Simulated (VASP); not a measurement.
Be, 2 atoms in the cell. Symmetry: Fd-3m, No. 227, cubic system. The conventional cell has a = 4.809 Å, b = 4.809 Å, c = 4.809 Å, α = 90.00°, β = 90.00°, γ = 90.00°. Be (site symmetry -43m) has 4 Be at 2.08 Å within 2.8 Å.  This cell differs from its parent crystal: volume scaled by 0.96.

```yaml
Program: VASP 6.6.1
Task: single point
Functional: PBEsol
Potentials_or_basis: VASP PAW PBE potentials, release 64 (Be)
Cutoff: 520 eV
k_mesh: 13 × 13 × 13
Occupations: fermi-dirac, width 0.1 eV
Spin: no spin polarisation
Dipole_correction: no
Further_INCAR_settings: ALGO = Normal; EDIFF = 1e-06; NBANDS = 9
```

Potentials or basis: VASP PAW PBE potentials, release 64 (Be).

Launch:

```console
$ cat potpaw_PBE.64/Be/POTCAR > POTCAR
$ mpirun -np 1 vasp_std > vasp.out
```

Hardware: 1 thread of AMD EPYC 7R13 Processor (Zen 3), with other jobs on the host.

Q: Estimate the wall time of this run.

A: It took 18 s on 1 thread of AMD EPYC 7R13 Processor (Zen 3) (shared host), peak memory 0.13 GiB. Counts: scf iterations 10, k points 84.
